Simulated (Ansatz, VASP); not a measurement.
# Two plane-wave programs on Ga2Sb2CO

The input INCAR:

```
SYSTEM = Ga2Sb2CO
PREC = Accurate
ENCUT = 520
EDIFF = 1E-7
ISMEAR = 0
SIGMA = 0.1
LREAL = .FALSE.
LASPH = .TRUE.
NELM = 100
ALGO = Normal
ISIF = 2
LWAVE = .FALSE.
LCHARG = .FALSE.
LDIPOL = .TRUE.
IDIPOL = 3
DIPOL = 0.5 0.5 0.353
GGA = PE
IVDW = 12
NBANDS = 32
```

File KPOINTS:

```
regular mesh
0
G
  6 6 1
  0 0 0
```

File POSCAR:

```
Ga2Sb2CO
1.0
    4.3343814621      0.0000000000      0.0000000000
   -2.1671907311      3.7536844559      0.0000000000
    0.0000000000      0.0000000000     23.3197422777
Sb Ga O C
2 2 1 1
Direct
    0.0000000000      0.0000000000      0.1715284823
    0.3333333333      0.6666666667      0.3301590654
    0.3333333333      0.6666666667      0.2094685204
    0.6666666667      0.3333333333      0.3632005095
    0.8888888889      1.0000000000      0.4961350833
    0.8888888889      1.0000000000      0.5454495220
```

Input for Ansatz:

```yaml
crystal:
  lattice:
    - [4.3343814621, 0.0, 0.0]
    - [-2.1671907311, 3.7536844559, 0.0]
    - [0.0, 0.0, 23.3197422777]
  atoms:
    - { symbol: Sb, position: [0.0, 0.0, 0.1715284823] }
    - { symbol: Ga, position: [0.3333333333, 0.6666666667, 0.2094685204] }
    - { symbol: Sb, position: [0.3333333333, 0.6666666667, 0.3301590654] }
    - { symbol: Ga, position: [0.6666666667, 0.3333333333, 0.3632005095] }
    - { symbol: O, position: [0.8888888889, 1.0, 0.4961350833] }
    - { symbol: C, position: [0.8888888889, 1.0, 0.545449522] }
basis:
  ecutwfc: 420
kpoints:
  mp_grid: { grid: [6, 6, 1] }
hamiltonian:
  xc: pbe
  pseudopotentials: { kind: paw, azcp: { folder: soft_1 } }
  dispersion: d3bj
scf:
  occupations: { method: gaussian, width: 0.1 }
output:
  forces: true
  eigenvalues: true
efield:
  axis: 3
  dipole_correction: true
  ramp_width: 0.04
```

Alike in both runs: task single point; functional PBE; dispersion D3(BJ); k mesh 6 × 6 × 1; occupations gaussian, width 0.1 eV; no spin polarisation.

|  | VASP | Ansatz |
| --- | --- | --- |
| version | VASP 6.6.1 | Ansatz 0.2.0 |
| potentials or method | VASP PAW PBE potentials, release 64 (Sb, Ga_d, O, C), cutoff 520 eV | scalar-relativistic, plane waves, PAW |
| valence electrons in the cell | 46 | 66 |

```tsv
	VASP	Ansatz	Ansatz less VASP
gap on the k mesh at the Fermi level (eV)	0.03	0.03	-0.004
least direct gap on the mesh (eV)	0.15	0.16	+0.004
rms of the force components (eV/Å)	0.225	0.494	+0.2689
```

One of these differences is far larger than is usual between the two programs; its cause wasn't traced. VASP's potentials hold 46 valence electrons a cell and Ansatz's 66, so a difference there can come from the potentials and not from the codes.

Neither program's run includes spin-orbit coupling. Noted on VASP's run: the standard files for N, O and F lose accuracy on very short bonds.
